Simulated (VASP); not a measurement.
# TmSb2Cl2 (P-3m1) in VASP: further runs

Runs on TmSb2Cl2. Level: PBE. Tasks: single point, relaxation of cell and atoms.

Program: VASP 6.6.1. These are calculated values, not measurements. Logs are shortened: lines on timing, memory, paths and dates and some standing lists are left out, and cuts for length are marked.

## 1. The cell of the first run

It takes space group P-3m1 (No. 164, trigonal). The conventional cell has a = 3.927 Å, b = 3.927 Å, c = 11.960 Å, α = 90.00°, β = 90.00°, γ = 120.00°. Tm (site symmetry -3m) has 6 Cl at 2.72 Å within 3.6 Å. Within 3.7 Å of Sb (site symmetry 3m) lie 3 Sb at 2.84 Å. Cl (site symmetry 3m) has 3 Tm at 2.72 Å within 3.6 Å.

The cell was generated, and may not be a known phase.

## 2. Single point, PBE

INCAR

```
PREC = Accurate
ENCUT = 500
EDIFF = 1E-6
ISMEAR = 0
SIGMA = 0.1
LREAL = False
LASPH = True
NELM = 200
ALGO = Normal
ISIF = 2
LWAVE = False
LCHARG = False
GGA = PE
NBANDS = 24
GGA_COMPAT = False
LMAXMIX = 6
```

KPOINTS

```
regular mesh
0
Gamma
  6 6 2
```

POSCAR

```
TmSb2Cl2
1.0
    3.9266394054     -0.0000000023      0.0000000000
   -1.9633197007      3.4005694777      0.0000000000
    0.0000000000      0.0000000000     11.9599765099
Tm Sb Cl
1 2 2
Direct
    0.0000000000      0.0000000000      0.0000000000
    0.3333333333      0.6666666667      0.5712360009
    0.6666666667      0.3333333333      0.4287639991
    0.3333333333      0.6666666667      0.1256047097
    0.6666666667      0.3333333333      0.8743952903
```

Potentials or basis: VASP PAW PBE potentials, release 64 (Tm_3, Sb, Cl), 4f in core.

The run is started by

```
$ cat potpaw_PBE.64/Tm_3/POTCAR potpaw_PBE.64/Sb/POTCAR potpaw_PBE.64/Cl/POTCAR > POTCAR
$ mpirun -np 1 vasp_std > vasp.out
```

OUTCAR:

```text
PREC = Accurate
   ENCUT = 500
   EDIFF = 1E-6
   ISMEAR = 0
   LREAL = False
   LASPH = True
   NELM = 200
   ISIF = 2
   GGA = PE

 ion  position               nearest neighbor table
   1  0.000  0.000  0.000-   4 2.72   5 2.72   4 2.72   5 2.72   5 2.72   4 2.72
   2  0.333  0.667  0.571-   3 2.84   3 2.84   3 2.84
   3  0.667  0.333  0.429-   2 2.84   2 2.84   2 2.84
   4  0.333  0.667  0.126-   1 2.72   1 2.72   1 2.72
   5  0.667  0.333  0.874-   1 2.72   1 2.72   1 2.72

  LATTYP: Found a hexagonal cell.
 ALAT       =     3.9266394054
 C/A-ratio  =     3.0458555714

  Lattice vectors:

 A1 = (   3.9266394054,  -0.0000000023,   0.0000000000)
 A2 = (  -1.9633197007,   3.4005694777,   0.0000000000)
 A3 = (   0.0000000000,   0.0000000000,  11.9599765099)

Analysis of symmetry for initial positions (statically):
=====================================================================
 Subroutine PRICEL returns:
 Original cell was already a primitive cell.

 Routine SETGRP: Setting up the symmetry group for a
 hexagonal supercell.

 Subroutine GETGRP returns: Found 12 space group operations
 (whereof 12 operations were pure point group operations)
 out of a pool of 24 trial point group operations.

The static configuration has the point symmetry D_3d.

Analysis of symmetry for dynamics (positions and initial velocities):
=====================================================================
 Subroutine PRICEL returns:
 Original cell was already a primitive cell.

 Routine SETGRP: Setting up the symmetry group for a
 hexagonal supercell.

 Subroutine GETGRP returns: Found 12 space group operations
 (whereof 12 operations were pure point group operations)
 out of a pool of 24 trial point group operations.

The dynamic configuration has the point symmetry D_3d.

 Subroutine INISYM returns: Found 12 space group operations
 (whereof 12 operations are pure point group operations),
 and found     1 'primitive' translations

----------------------------------------------------------------------------------------

                                     Primitive cell

  volume of cell :     159.6993

  direct lattice vectors                    reciprocal lattice vectors
     3.926639405 -0.000000002  0.000000000     0.254670699  0.147034196  0.000000000
    -1.963319701  3.400569478  0.000000000     0.000000000  0.294068393  0.000000000
     0.000000000  0.000000000 11.959976510     0.000000000  0.000000000  0.083612204

  length of vectors
     3.926639405  3.926639405 11.959976510     0.294068393  0.294068393  0.083612204

  position of ions in fractional coordinates (direct lattice)
     0.000000000  0.000000000  0.000000000
     0.333333333  0.666666667  0.571236001
     0.666666667  0.333333333  0.428763999
     0.333333333  0.666666667  0.125604710
     0.666666667  0.333333333  0.874395290

  ion indices of the primitive-cell ions
   primitive index   ion index
                 1           1
                 2           2
                 3           3
                 4           4
                 5           5

----------------------------------------------------------------------------------------

 KPOINTS: regular mesh

Automatic generation of k-mesh.
 Grid dimensions read from file:
 generate k-points for:    6    6    2

 Generating k-lattice:

  Cartesian coordinates                     Fractional coordinates (reciprocal lattice)
     0.042445116  0.024505699  0.000000000     0.166666667  0.000000000  0.000000000
     0.000000000  0.049011399  0.000000000    -0.000000000  0.166666667  0.000000000
     0.000000000  0.000000000  0.041806102     0.000000000  0.000000000  0.500000000

  Length of vectors
     0.049011399  0.049011399  0.041806102

  Shift w.r.t. Gamma in fractional coordinates (k-lattice)
     0.000000000  0.000000000  0.000000000

 Subroutine IBZKPT returns following result:
 ===========================================

 Found     14 irreducible k-points:

 Following reciprocal coordinates:
            Coordinates               Weight
  0.000000  0.000000  0.000000      1.000000
  0.166667  0.000000  0.000000      6.000000
  0.333333  0.000000  0.000000      6.000000
  0.500000  0.000000  0.000000      3.000000
  0.166667  0.166667  0.000000      6.000000
  0.333333  0.166667  0.000000     12.000000
  0.333333  0.333333  0.000000      2.000000
  0.000000  0.000000  0.500000      1.000000
  0.166667  0.000000  0.500000      6.000000
  0.333333  0.000000  0.500000      6.000000
  0.500000  0.000000  0.500000      3.000000
  0.166667  0.166667  0.500000      6.000000
  0.333333  0.166667  0.500000     12.000000
  0.333333  0.333333  0.500000      2.000000
   k-points           NKPTS =     14   k-points in BZ     NKDIM =     14   number of bands    NBANDS=     24
   number of dos      NEDOS =    301   number of ions     NIONS =      5
   total plane-waves  NPLWV =  81000
   dimension x,y,z NGX =    30 NGY =   30 NGZ =   90
   dimension x,y,z NGXF=    60 NGYF=   60 NGZF=  180
   ions per type =               1   2   2
   NGX,Y,Z   is equivalent  to a cutoff of  12.70, 12.70, 12.51 a.u.
   NGXF,Y,Z  is equivalent  to a cutoff of  25.40, 25.40, 25.02 a.u.
 SYSTEM =  unknown system
   PREC   = accura    normal or accurate (medium, high low for compatibility)
   ISTART =      0    job   : 0-new  1-cont  2-samecut
   ICHARG =      2    charge: 1-file 2-atom 10-const
   ISPIN  =      1    spin polarized calculation?
   LNONCOLLINEAR =      F non collinear calculations
   LSORBIT =      F    spin-orbit coupling
   LASPH  =      T    aspherical Exc in radial PAW
   ENCUT  =  500.0 eV  36.75 Ry    6.06 a.u.   7.16  7.16 21.81*2*pi/ulx,y,z
   NELM   =    200;   NELMIN=  2; NELMDL= -5     # of ELM steps
   EDIFF  = 0.1E-05   stopping-criterion for ELM
   LREAL  =      F    real-space projection
   EDIFFG = 0.1E-04   stopping-criterion for IOM
   NSW    =      0    number of steps for IOM
   IBRION =     -1    ionic relax: 0-MD 1-quasi-New 2-CG
   NFREE  =      0    steps in history (QN), initial steepest desc. (CG)
   ISIF   =      2    stress and relaxation
   ISYM   =      2    0-nonsym 1-usesym 2-fastsym
   POTIM  = 0.5000    time-step for ionic-motion
   TEBEG  =    0.0;   TEEND  =   0.0 temperature during run
   PSTRESS=    0.0 pullay stress
   NELECT =      33.0000    total number of electrons
   NUPDOWN=      -1.0000    fix difference up-down
   EMIN   =  10.00;   EMAX   =-10.00  energy-range for DOS
   EFERMI =   0.00;   METHOD = LEGACY
   ISMEAR =     0;   SIGMA  =   0.10  broadening in eV -4-tet -1-fermi 0-gaus
   EFERMI_NEDOS =   21; number of points for ismear=-14 and -15
   IALGO  =     38    algorithm
   IMIX   =      4    mixing-type and parameters
     AMIX     =   0.40;   BMIX     =  1.00
     AMIX_MAG =   1.60;   BMIX_MAG =  1.00
  volume/ion in A,a.u.               =      31.94       215.54
  Fermi-wavevector in a.u.,A,eV,Ry     =   0.967858  1.828987 12.745255  0.936750
  Thomas-Fermi vector in A             =   2.097779
   LORBIT       =      0    0 simple, 1 ext, 2 COOP (PROOUT), +10 PAW based schemes
   GGA     = PE    functional components
   LHFCALC =     F    Hartree Fock is set to
   AEXX    =    0.0000 exact exchange contribution
   IVDW    =     0    specifies the selected vdW correction
   LEPSILON=     F    determine dielectric tensor
   LRPA    =     F    only Hartree local field effects (RPA)
 non-spin polarized calculation
 Gauss-broadening in eV      SIGMA  =   0.10
  energy-cutoff  :      500.00
  volume of cell :      159.70
 maximum number of plane-waves:      4092
 NGX is ok and might be reduce to    30
   NGX = 15   NGY = 15   NGZ = 43

 number of electron      33.0000004 magnetization

 Free energy of the ion-electron system (eV)
  ---------------------------------------------------
  ext. energy  EPLUGINS =         0.00000000
  ---------------------------------------------------
  free energy    TOTEN  =       -21.57717163 eV

  energy without entropy =      -21.55488047  energy(sigma->0) =      -21.56602605

 E-fermi :   4.7690     XC(G=0):  -8.3933

 val. band max:        4.7608046876   @ k =   0.3333   0.3333   0.5000
 cond. band min:       4.8018061378   @ k =   0.3333   0.3333   0.0000
 fundamental gap:      0.0410014502
 Fermi energy:         4.7690178068

 k-point     1 :       0.0000    0.0000    0.0000
  band No.  band energies     occupation
      1     -22.5998      2.00000
      2     -22.4974      2.00000
      3     -22.4974      2.00000
      4     -13.6291      2.00000
      5     -13.1005      2.00000
      6      -8.0138      2.00000
[... 16 lines left out ...]
     23       6.9519      0.00000
     24       7.2114      0.00000

 k-point     2 :       0.1667    0.0000    0.0000
  band No.  band energies     occupation
      1     -22.5863      2.00000
      2     -22.5486      2.00000
      3     -22.5073      2.00000
      4     -13.5040      2.00000
      5     -13.1308      2.00000
      6      -7.6786      2.00000
[... 16 lines left out ...]
     23       7.4045      0.00000
     24       7.5315      0.00000

 k-point     3 :       0.3333    0.0000    0.0000
  band No.  band energies     occupation
      1     -22.6503      2.00000
      2     -22.5567      2.00000
      3     -22.5271      2.00000
      4     -13.3000      2.00000
      5     -13.1409      2.00000
      6      -6.7266      2.00000
[... 16 lines left out ...]
     23       7.4993      0.00000
     24       7.9304      0.00000
[... 244 lines left out ...]
 k-point    13 :       0.3333    0.1667    0.5000
  band No.  band energies     occupation
      1     -22.6716      2.00000
      2     -22.5656      2.00000
      3     -22.5424      2.00000
      4     -13.2314      2.00000
      5     -13.1106      2.00000
      6      -5.8863      2.00000
[... 16 lines left out ...]
     23       7.7844      0.00000
     24       8.3174      0.00000

 k-point    14 :       0.3333    0.3333    0.5000
  band No.  band energies     occupation
      1     -22.6330      2.00000
      2     -22.6330      2.00000
      3     -22.5369      2.00000
      4     -13.1463      2.00000
      5     -13.1463      2.00000
      6      -4.7747      2.00000
[... 16 lines left out ...]
     23       8.1765      0.00000
     24       8.1765      0.00000

------------------------ aborting loop because EDIFF is reached ----------------------------------------

  FORCE on cell =-STRESS in cart. coord.  units (eV):
  Direction    XX          YY          ZZ          XY          YZ          ZX
  --------------------------------------------------------------------------------------
  -------------------------------------------------------------------------------------
  Total        0.1240598      0.1240598      0.5809729      0.0000000     -0.0000000     -0.0000000
  in kB        1.2446257      1.2446257      5.8285893      0.0000000     -0.0000000     -0.0000000
  external PRESSURE =       2.7726136 kB  Pullay stress =       0.0000000 kB

 VOLUME and BASIS-vectors are now :
 -----------------------------------------------------------------------------
  energy-cutoff  :      500.00
  volume of cell :      159.70
      direct lattice vectors                 reciprocal lattice vectors
     3.926639405 -0.000000002  0.000000000     0.254670699  0.147034196  0.000000000
    -1.963319701  3.400569478  0.000000000     0.000000000  0.294068393  0.000000000
     0.000000000  0.000000000 11.959976510     0.000000000  0.000000000  0.083612204

 POSITION                                       TOTAL-FORCE (eV/Angst)
 -----------------------------------------------------------------------------------
      0.00000      0.00000      0.00000        -0.000000      0.000000     -0.000000
      0.00000      2.26705      6.83197        -0.000000      0.000000      0.091493
      1.96332      1.13352      5.12801         0.000000     -0.000000     -0.091493
      0.00000      2.26705      1.50223         0.000000     -0.000000      0.027336
      1.96332      1.13352     10.45775        -0.000000      0.000000     -0.027336
 -----------------------------------------------------------------------------------
    total drift:                               -0.000000     -0.000000     -0.000000

  FREE ENERGIE OF THE ION-ELECTRON SYSTEM (eV)
  ---------------------------------------------------
  free  energy   TOTEN  =       -21.5771716263 eV

  energy  without entropy=      -21.5548804679  energy(sigma->0) =      -21.56602605
```

It took 40 s on 1 thread of Intel Xeon 6975P-C (Granite Rapids), shared host; peak memory 0.28 GiB.

Results:

| Quantity | Value |
| --- | --- |
| Free energy | -21.5772 eV |
| Pressure | 0.3 GPa |
| Largest force | 0.091 eV/Å |
| Band gap on the k mesh | zero (an odd number of electrons rules out a gap without spin polarisation) |

Forces on the atoms (eV/Å):
```
Tm   0.000  0.000  0.000
Sb   0.000  0.000  0.091
Sb   0.000  0.000 -0.091
Cl   0.000  0.000  0.027
Cl   0.000  0.000 -0.027
```

Levels at points of the mesh, in eV from the Fermi level:
```csv
k point,band 13,band 14,band 15,band 16,band 17,band 18,band 19,band 20
"(0.00, 0.00, 0.00)",-5.57,-2.18,-0.55,-0.55,0.58,0.59,0.59,1.29
"(0.50, 0.00, 0.00)",-6.02,-4.29,-2.83,-2.39,-0.61,0.72,1.00,2.26
"(0.00, 0.00, 0.50)",-5.57,-2.01,-0.55,-0.55,0.33,0.59,0.59,0.92
"(0.50, 0.00, 0.50)",-6.02,-4.27,-2.84,-2.39,-0.61,0.72,0.99,2.26
```

Caveat: spin-orbit coupling is left out, which moves the levels of the heavy elements; this functional lacks dispersion, which binds layers or chains, so the pressure and a relaxed spacing across them are unreliable; the 4f electrons are frozen in the core, so they carry no moment and show no levels; an odd number of electrons without spin polarisation forces a metal; a magnetic or distorted state may lie lower; the run has no spin polarisation, though such a crystal can be magnetic. With open d or f shells a metallic result of PBE can be an artefact of self-interaction; +U or a hybrid may open a gap.

[end of part 1 of 3]

The gap in the log of VASP goes by the Fermi energy; the results here count the filled bands.